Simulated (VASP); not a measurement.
Input of a VASP 6.6.1 run:

File INCAR:

```
SYSTEM = Sb
PREC = Accurate
ENCUT = 520
EDIFF = 1E-6
ISMEAR = -1
SIGMA = 0.05
LREAL = .False.
LASPH = .True.
NELM = 80
ALGO = Normal
ISIF = 2
LWAVE = .False.
LCHARG = .True.
GGA = PS
LELF = .True.
LVHAR = .True.
NBANDS = 18
```

KPOINTS

```
Automatic mesh
0
Gamma
  7 7 7
  0 0 0
```

The input POSCAR:

```
Sb
1.0
   -4.0300106443      4.0300106443      1.9444672356
    4.0300106443     -4.0300106443      1.9444672356
    4.0300106443      4.0300106443     -1.9444672356
Sb
4
Direct
    0.6512630600      0.1512630600      0.8025261200
    0.1512630600      0.3487369400      0.5000000000
    0.3487369400      0.8487369400      0.1974738800
    0.8487369400      0.6512630600      0.5000000000
```

Potentials or basis: VASP PAW PBE potentials, release 64 (Sb).

Run with:

```bash
$ cat potpaw_PBE.64/Sb/POTCAR > POTCAR
$ mpirun -np 1 vasp_std > vasp.out
```

Problem. Predict the band gap on the k mesh.

Solution. Zero (band 10 reaches 7.27 eV, above the bottom of band 11 at 5.74 eV).

Problem. What does it give for the largest force?

Solution. 0.037 eV/Å.

Forces in eV/Å, atoms in the order of the input:
```
Sb   0.026  0.026  0.000
Sb  -0.026  0.026  0.000
Sb  -0.026 -0.026  0.000
Sb   0.026 -0.026  0.000
```

Caveat: the PAW data sets were made with another functional, which shifts forces and pressure a little; spin-orbit coupling is left out, which moves the levels of the heavy elements.
